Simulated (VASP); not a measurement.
# Se (Pm-3m) in VASP: further runs

Se is run at these levels: PBE; tasks: single point, relaxation of cell and atoms.

All numbers are computed with VASP 6.6.1; they aren't measurements. Logs are shortened: lines on timing, memory, paths and dates and some standing lists are left out, and cuts for length are marked.

### Step 1. The cell of the first run

Symmetry: Pm-3m, No. 221, cubic system. The conventional cell has a = 4.714 Å, b = 4.714 Å, c = 4.714 Å, α = 90.00°, β = 90.00°, γ = 90.00°. Se (site symmetry m-3m) has 6 Se at 2.36 Å within 3.1 Å. Within 3.1 Å of Se (site symmetry 4/mmm) lie 2 Se at 2.36 Å.

The cell was built from a structure type or drawn by symmetry, and may not be a known phase.

### Step 2. Single point, PBE

Input file INCAR:

```
  PREC = Accurate
  ENCUT = 520
  EDIFF = 1E-6
  ISMEAR = 0
  SIGMA = 0.1
  LREAL = False
  LASPH = True
  NELM = 60
  ALGO = Normal
  ISIF = 2
  LWAVE = False
  LCHARG = False
  GGA = PE
  NBANDS = 20
```

Input file KPOINTS:

```
regular mesh
0
Gamma
  4 4 4
```

Input file POSCAR:

```
Se
1.0
    4.7137450400      0.0000000000      0.0000000000
    0.0000000000      4.7137450400      0.0000000000
    0.0000000000      0.0000000000      4.7137450400
Se
4
Direct
    0.0000000000      0.0000000000      0.0000000000
    0.5000000000      0.0000000000      0.0000000000
    0.0000000000      0.5000000000      0.0000000000
    0.0000000000      0.0000000000      0.5000000000
```

Potentials or basis: VASP PAW PBE potentials, release 64 (Se).

Started as:

```console
$ cat potpaw_PBE.64/Se/POTCAR > POTCAR
$ mpirun -np 1 vasp_std > vasp.out
```

OUTCAR:

```text
PREC = Accurate
   ENCUT = 520
   EDIFF = 1E-6
   ISMEAR = 0
   LREAL = False
   LASPH = True
   NELM = 60
   ISIF = 2
   GGA = PE

 ion  position               nearest neighbor table
   1  0.000  0.000  0.000-   2 2.36   3 2.36   4 2.36   4 2.36   3 2.36   2 2.36
   2  0.500  0.000  0.000-   1 2.36   1 2.36
   3  0.000  0.500  0.000-   1 2.36   1 2.36
   4  0.000  0.000  0.500-   1 2.36   1 2.36

  LATTYP: Found a simple cubic cell.
 ALAT       =     4.7137450400

  Lattice vectors:

 A1 = (   4.7137450400,   0.0000000000,   0.0000000000)
 A2 = (   0.0000000000,   4.7137450400,   0.0000000000)
 A3 = (   0.0000000000,   0.0000000000,   4.7137450400)

Analysis of symmetry for initial positions (statically):
=====================================================================
 Subroutine PRICEL returns:
 Original cell was already a primitive cell.

 Routine SETGRP: Setting up the symmetry group for a
 simple cubic supercell.

 Subroutine GETGRP returns: Found 48 space group operations
 (whereof 48 operations were pure point group operations)
 out of a pool of 48 trial point group operations.

The static configuration has the point symmetry O_h .

Analysis of symmetry for dynamics (positions and initial velocities):
=====================================================================
 Subroutine PRICEL returns:
 Original cell was already a primitive cell.

 Routine SETGRP: Setting up the symmetry group for a
 simple cubic supercell.

 Subroutine GETGRP returns: Found 48 space group operations
 (whereof 48 operations were pure point group operations)
 out of a pool of 48 trial point group operations.

The dynamic configuration has the point symmetry O_h .

 Subroutine INISYM returns: Found 48 space group operations
 (whereof 48 operations are pure point group operations),
 and found     1 'primitive' translations

----------------------------------------------------------------------------------------

                                     Primitive cell

  volume of cell :     104.7366

  direct lattice vectors                    reciprocal lattice vectors
     4.713745040  0.000000000  0.000000000     0.212145543  0.000000000  0.000000000
     0.000000000  4.713745040  0.000000000     0.000000000  0.212145543  0.000000000
[... 70 lines left out ...]
   LSORBIT =      F    spin-orbit coupling
   LASPH  =      T    aspherical Exc in radial PAW
   ENCUT  =  520.0 eV  38.22 Ry    6.18 a.u.   8.76  8.76  8.76*2*pi/ulx,y,z
   NELM   =     60;   NELMIN=  2; NELMDL= -5     # of ELM steps
   EDIFF  = 0.1E-05   stopping-criterion for ELM
   LREAL  =      F    real-space projection
   EDIFFG = 0.1E-04   stopping-criterion for IOM
   NSW    =      0    number of steps for IOM
   IBRION =     -1    ionic relax: 0-MD 1-quasi-New 2-CG
   NFREE  =      0    steps in history (QN), initial steepest desc. (CG)
   ISIF   =      2    stress and relaxation
   ISYM   =      2    0-nonsym 1-usesym 2-fastsym
   POTIM  = 0.5000    time-step for ionic-motion
   TEBEG  =    0.0;   TEEND  =   0.0 temperature during run
   PSTRESS=    0.0 pullay stress
   NELECT =      24.0000    total number of electrons
   NUPDOWN=      -1.0000    fix difference up-down
   EMIN   =  10.00;   EMAX   =-10.00  energy-range for DOS
   EFERMI =   0.00;   METHOD = LEGACY
   ISMEAR =     0;   SIGMA  =   0.10  broadening in eV -4-tet -1-fermi 0-gaus
   EFERMI_NEDOS =   21; number of points for ismear=-14 and -15
   IALGO  =     38    algorithm
   IMIX   =      4    mixing-type and parameters
     AMIX     =   0.40;   BMIX     =  1.00
     AMIX_MAG =   1.60;   BMIX_MAG =  1.00
  volume/ion in A,a.u.               =      26.18       176.70
  Fermi-wavevector in a.u.,A,eV,Ry     =   1.001796  1.893119 13.654733  1.003595
  Thomas-Fermi vector in A             =   2.134241
   LORBIT       =      0    0 simple, 1 ext, 2 COOP (PROOUT), +10 PAW based schemes
   GGA     = PE    functional components
   LHFCALC =     F    Hartree Fock is set to
   AEXX    =    0.0000 exact exchange contribution
   IVDW    =     0    specifies the selected vdW correction
   LEPSILON=     F    determine dielectric tensor
   LRPA    =     F    only Hartree local field effects (RPA)
 non-spin polarized calculation
 Gauss-broadening in eV      SIGMA  =   0.10
  energy-cutoff  :      520.00
  volume of cell :      104.74
 maximum number of plane-waves:      2872
 NGX is ok and might be reduce to    36
   NGX = 17   NGY = 17   NGZ = 17

 number of electron      23.9999999 magnetization

 Free energy of the ion-electron system (eV)
  ---------------------------------------------------
  ext. energy  EPLUGINS =         0.00000000
  ---------------------------------------------------
  free energy    TOTEN  =        -9.57535035 eV

  energy without entropy =       -9.54419391  energy(sigma->0) =       -9.55977213

 E-fermi :   2.6451     XC(G=0):  -8.7517

 val. band max:        2.5475397005   @ k =   0.5000   0.5000   0.0000
 cond. band min:       2.6888916770   @ k =   0.2500   0.2500   0.0000
 fundamental gap:      0.1413519765
 Fermi energy:         2.6451121062

 k-point     1 :       0.0000    0.0000    0.0000
  band No.  band energies     occupation
      1     -14.8984      2.00000
      2      -9.3892      2.00000
      3      -9.3892      2.00000
      4      -6.2450      2.00000
      5      -5.2767      2.00000
      6      -5.2767      2.00000
[... 219 lines left out ...]
     19      12.0896      0.00000
     20      12.0896      0.00000

------------------------ aborting loop because EDIFF is reached ----------------------------------------

  FORCE on cell =-STRESS in cart. coord.  units (eV):
  Direction    XX          YY          ZZ          XY          YZ          ZX
  --------------------------------------------------------------------------------------
  -------------------------------------------------------------------------------------
  Total       11.8343601     11.8343601     11.8343601     -0.0000000     -0.0000000      0.0000000
  in kB      181.0327280    181.0327280    181.0327280     -0.0000000     -0.0000000      0.0000000
  external PRESSURE =     181.0327280 kB  Pullay stress =       0.0000000 kB

 VOLUME and BASIS-vectors are now :
 -----------------------------------------------------------------------------
  energy-cutoff  :      520.00
  volume of cell :      104.74
      direct lattice vectors                 reciprocal lattice vectors
     4.713745040  0.000000000  0.000000000     0.212145543  0.000000000  0.000000000
     0.000000000  4.713745040  0.000000000     0.000000000  0.212145543  0.000000000
     0.000000000  0.000000000  4.713745040     0.000000000  0.000000000  0.212145543

 POSITION                                       TOTAL-FORCE (eV/Angst)
 -----------------------------------------------------------------------------------
      0.00000      0.00000      0.00000         0.000000      0.000000      0.000000
      2.35687      0.00000      0.00000         0.000000      0.000000      0.000000
      0.00000      2.35687      0.00000         0.000000      0.000000      0.000000
      0.00000      0.00000      2.35687         0.000000      0.000000      0.000000
 -----------------------------------------------------------------------------------
    total drift:                                0.000000      0.000000     -0.000000

  FREE ENERGIE OF THE ION-ELECTRON SYSTEM (eV)
  ---------------------------------------------------
  free  energy   TOTEN  =        -9.5753503512 eV

  energy  without entropy=       -9.5441939145  energy(sigma->0) =       -9.55977213
```

OSZICAR:

```text
N       E                     dE             d eps       ncg     rms          rms(c)
DAV:   1     0.129024382548E+03    0.12902E+03   -0.10171E+04   400   0.102E+03
DAV:   2    -0.103879521097E+01   -0.13006E+03   -0.12716E+03   572   0.180E+02
DAV:   3    -0.955283627979E+01   -0.85140E+01   -0.84423E+01   488   0.478E+01
DAV:   4    -0.964317947562E+01   -0.90343E-01   -0.90271E-01   524   0.557E+00
DAV:   5    -0.964403595071E+01   -0.85648E-03   -0.85633E-03   500   0.533E-01    0.115E+01
DAV:   6    -0.958105528636E+01    0.62981E-01   -0.35013E-01   472   0.215E+00    0.713E+00
DAV:   7    -0.957933473109E+01    0.17206E-02   -0.73641E-02   460   0.123E+00    0.232E+00
DAV:   8    -0.957525328783E+01    0.40814E-02   -0.11670E-02   488   0.564E-01    0.112E-01
DAV:   9    -0.957533216831E+01   -0.78880E-04   -0.20653E-03   484   0.206E-01    0.665E-02
DAV:  10    -0.957534699511E+01   -0.14827E-04   -0.87814E-05   484   0.544E-02    0.272E-02
DAV:  11    -0.957534921567E+01   -0.22206E-05   -0.10764E-05   504   0.144E-02    0.147E-02
DAV:  12    -0.957535063848E+01   -0.14228E-05   -0.56361E-06   468   0.121E-02    0.795E-03
DAV:  13    -0.957535035120E+01    0.28728E-06   -0.50251E-07   316   0.369E-03
   1 F= -.95753504E+01 E0= -.95597721E+01  d E =-.311564E-01
```

Run time: 9.1 s. Hardware: 1 thread of Intel Xeon 6975P-C (Granite Rapids), shared host; peak memory 0.2 GiB.

What came out:

```
Free energy            : -9.5754 eV
Pressure               : 18.1 GPa
Band gap on the k mesh : zero (bands 12 and 13 overlap by 1.24 eV)
```

Levels at points of the mesh, in eV from the Fermi level:
```tsv
k point	band 8	band 9	band 10	band 11	band 12	band 13	band 14	band 15	band 16	band 17
(0.00, 0.00, 0.00)	-0.68	-0.68	-0.68	-0.63	-0.63	-0.63	4.88	5.06	5.06	5.06
(0.50, 0.00, 0.00)	-1.92	-1.92	-1.26	-0.60	-0.60	-0.44	0.07	5.37	6.65	7.97
(0.50, 0.50, 0.00)	-2.20	-1.83	-1.83	-1.52	-0.10	-0.10	0.74	1.12	7.12	7.30
(0.50, 0.50, 0.50)	-1.48	-1.48	-0.90	-0.90	-0.90	1.14	1.14	1.14	2.01	4.31
```

Caveat: the cell stands under pressure.

(Continued in part 2 of 2.)
